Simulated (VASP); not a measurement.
Input of a VASP 6.6.1 run:

Contents of INCAR:

```
SYSTEM = Ge
  PREC = Accurate
  ENCUT = 520
  EDIFF = 1E-7
  ISMEAR = -1
  SIGMA = 0.05
  LREAL = .FALSE.
  LASPH = .TRUE.
  NELM = 80
  ALGO = Normal
  ISIF = 2
  LWAVE = .FALSE.
  LCHARG = .FALSE.
  GGA = PE
  NBANDS = 36
```

File KPOINTS:

```
Automatic mesh
0
G
  8 8 4
  0 0 0
```

File POSCAR:

```
Ge
1.0
    4.0621095963      0.0000000000      0.0000000000
   -2.0310547982      3.5178901033      0.0000000000
    0.0000000000      0.0000000000      6.6862536516
Ge
4
Direct
    0.3333333333      0.6666666667      0.9373279281
    0.6666666667      0.3333333333      0.4373279281
    0.3333333333      0.6666666667      0.5626720719
    0.6666666667      0.3333333333      0.0626720719
```

Potentials or basis: VASP PAW PBE potentials, release 64 (Ge_d).

Run with:

```console
$ cat potpaw_PBE.64/Ge_d/POTCAR > POTCAR
$ mpirun -np 1 vasp_std > vasp.out
```

(1) Estimate the largest force.

(2) What does it give for the band gap on the k mesh?

(3) Predict the pressure.

Answers

(1) 0.004 eV/Å.

(2) 0.11 eV, indirect (least direct gap 0.21 eV).

(3) -0.1 GPa.
